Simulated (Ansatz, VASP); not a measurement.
## One calculation of Re, two programs

File INCAR:

```
ALGO     = Normal         # electronic algorithm
EDIFF    = 1E-8           # SCF threshold, eV
ENCUT    = 520            # plane-wave cutoff, eV
GGA      = PS             # functional
ISIF     = 2              # what is computed and relaxed
ISMEAR   = -1             # smearing method
LASPH    = T              # aspherical terms in the spheres
LCHARG   = F              # write CHGCAR
LEFG     = T            
LREAL    = F              # projectors in reciprocal space
LWAVE    = F              # write WAVECAR
NBANDS   = 10             # bands
NELM     = 80             # most SCF steps
PREC     = Accurate       # precision mode
SIGMA    = 0.05           # smearing width, eV
```

KPOINTS

```
k-points
0
Gamma
  14 14 14
```

File POSCAR:

```
Re
1.0
    0.0000000000      1.9750000000      1.9947500000
    1.9750000000      0.0000000000      1.9947500000
    1.9750000000      1.9750000000      0.0000000000
Re
1
Direct
    0.0000000000      0.0000000000      0.0000000000
```

Input for Ansatz:

```yaml
crystal:
  lattice:
    - [0.0, 1.975, 1.99475]
    - [1.975, 0.0, 1.99475]
    - [1.975, 1.975, 0.0]
  atoms:
    - { symbol: Re, position: [0.0, 0.0, 0.0] }
kpoints:
  mp_grid: { grid: [14, 14, 14] }
scf:
  occupations: { method: fermi_dirac, width: 0.05 }
hamiltonian:
  xc: pbesol
  pseudopotentials: { kind: all_electron, datasets: crystal }
output:
  forces: true
  stress: true
  eigenvalues: true
  efg: { contact_densities: true }
```

Change from the starting cell: zz strain of +1 %, crystal datasets.

Alike in both runs: task electric field gradients; functional PBEsol; k mesh 14 × 14 × 14; occupations fermi-dirac, width 0.05 eV; no spin polarisation.

```csv
,VASP,Ansatz
version,VASP 6.6.1,Ansatz 0.2.0
potentials or method,"VASP PAW PBE potentials, release 64 (Re), cutoff 520 eV","all-electron PAW with datasets made for the crystal, scalar-relativistic"
```

Ansatz gave:

| Item | Value |
| --- | --- |
| pressure (GPa) | -21.3 |
| traceless stress, the component that is largest in VASP (GPa) | -1.38 |
| size of Vzz on the site where it differs most (V/Å²) | 8.6 |

Question: Estimate VASP's values.

Answer: Pressure (GPa): -21.9; traceless stress, the component that is largest in VASP (GPa): -1.36; size of Vzz on the site where it differs most (V/Å²): 7.1.

VASP's potentials were made for PBE, not for PBEsol. Ansatz ran all-electron here, and VASP with PAW potentials.

Spin-orbit coupling is off throughout.
